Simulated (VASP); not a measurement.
Write the native input for VASP 6.6.1 that does the following.

```
Task                   : single point
Functional             : PBE
Potentials or basis    : VASP PAW PBE potentials, release 64 (K_sv, Ta_pv, Se)
Cutoff                 : 520 eV
k mesh                 : 4 × 4 × 2
Occupations            : gaussian, width 0.2 eV
Spin                   : no spin polarisation
Dipole correction      : no
Further INCAR settings : ALGO = Normal; EDIFF = 1e-06; NBANDS = 49
```

The structure of KTaSe3 lies in POSCAR:

```
KTaSe3
1.0
    0.0000000000      5.1145123448      0.0000000000
    0.0000000000      0.0000000000      5.1145123448
   10.2290246897      0.0000000000      0.0000000000
K Ta Se
2 2 6
Direct
    0.0000000000      0.0000000000      0.0000000000
    0.0000000000      0.0000000000      0.5000000000
    0.5000000000      0.5000000000      0.2500000000
    0.5000000000      0.5000000000      0.7500000000
    0.5000000000      0.5000000000      0.5000000000
    0.5000000000      0.5000000000      1.0000000000
    0.0000000000      0.5000000000      0.2500000000
    0.0000000000      0.5000000000      0.7500000000
    0.5000000000      0.0000000000      0.2500000000
    0.5000000000      0.0000000000      0.7500000000
```

One way to write it, as run:

INCAR

```
ALGO = Normal
EDIFF = 1E-6
ENCUT = 520
GGA = PE
ISIF = 2
ISMEAR = 0
LASPH = True
LCHARG = True
LELF = True
LREAL = False
LVHAR = True
LWAVE = False
NBANDS = 49
NELM = 80
PREC = Accurate
SIGMA = 0.2
```

KPOINTS

```
k-points
0
Gamma
  4 4 2
```

Potentials or basis: VASP PAW PBE potentials, release 64 (K_sv, Ta_pv, Se).

Run with:

```console
$ cat potpaw_PBE.64/K_sv/POTCAR potpaw_PBE.64/Ta_pv/POTCAR potpaw_PBE.64/Se/POTCAR > POTCAR
$ mpirun -np 1 vasp_std > vasp.out
```

It gave:

* Pressure: -0.3 GPa
* Band gap on the k mesh: zero (bands 38 and 39 overlap by 0.75 eV)

Caveat: spin-orbit coupling is left out, which moves the levels of the heavy elements.

It took 4.2 min on 1 thread of Intel Xeon 8259CL (shared host), peak memory 0.43 GiB.
